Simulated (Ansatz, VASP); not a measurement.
**Ge: VASP beside Ansatz**

File INCAR:

```
ALGO = Normal ; EDIFF = 1E-6
ENCUT = 520 ; GGA = PS
ISIF = 2 ; ISMEAR = 0
LASPH = T ; LCHARG = T
LELF = T ; LREAL = F
LVHAR = T ; LWAVE = F
NBANDS = 36 ; NELM = 80
PREC = Accurate ; SIGMA = 0.15
```

The input KPOINTS:

```
k-points
0
Gamma
  12 12 8
```

File POSCAR:

```
Ge
1.0
    3.7970528728      0.0000000000      0.0000000000
   -1.8985264364      3.2883442473      0.0000000000
    0.0000000000      0.0000000000      6.2493425316
Ge
4
Direct
    0.0000000000      0.0000000000      0.0711500000
    0.0000000000      0.0000000000      0.5711500000
    0.3333333333      0.6666666667      0.7971474751
    0.6666666667      0.3333333333      0.3211500000
```

Input for Ansatz:

```yaml
crystal:
  lattice:
    - [3.7970528728, 0.0, 0.0]
    - [-1.8985264364, 3.2883442473, 0.0]
    - [0.0, 0.0, 6.2493425316]
  atoms:
    - { symbol: Ge, position: [0.0, 0.0, 0.07115] }
    - { symbol: Ge, position: [0.0, 0.0, 0.57115] }
    - { symbol: Ge, position: [0.3333333333, 0.6666666667, 0.7971474751] }
    - { symbol: Ge, position: [0.6666666667, 0.3333333333, 0.32115] }
basis:
  ecutwfc: 420
kpoints:
  mp_grid: { grid: [12, 12, 8] }
hamiltonian:
  xc: pbesol
scf:
  occupations: { method: gaussian, width: 0.15 }
output:
  forces: true
  stress: true
  eigenvalues: true
```

Alike in both runs: task single point; functional PBEsol; k mesh 12 × 12 × 8; occupations gaussian, width 0.15 eV; no spin polarisation.

|  | VASP | Ansatz |
| --- | --- | --- |
| version | VASP 6.6.1 | Ansatz 0.2.0 |
| potentials or method | VASP PAW PBE potentials, release 64 (Ge_d), cutoff 520 eV | scalar-relativistic, plane waves, PAW |
| valence electrons in the cell | 56 | 56 |

VASP gave:

| Quantity | Value |
| --- | --- |
| gap on the k mesh at the Fermi level (eV) | none |
| pressure (GPa) | 0.3 |
| traceless stress, the component that is largest in VASP (GPa) | -0.10 |
| rms of the force components (eV/Å) | 0.178 |

Question: Which values does Ansatz return?

Answer: gap on the k mesh at the Fermi level (eV): none; pressure (GPa): 0.3; traceless stress, the component that is largest in VASP (GPa): -0.11; rms of the force components (eV/Å): 0.178.

VASP's potentials were made for PBE, not for PBEsol. Atom by atom the forces differ by 0.001 eV/Å (rms over components). A gap of «none» marks a metal or a gap that the smearing closes. With one functional, cell and mesh, what is left measures potentials, basis and numerics.
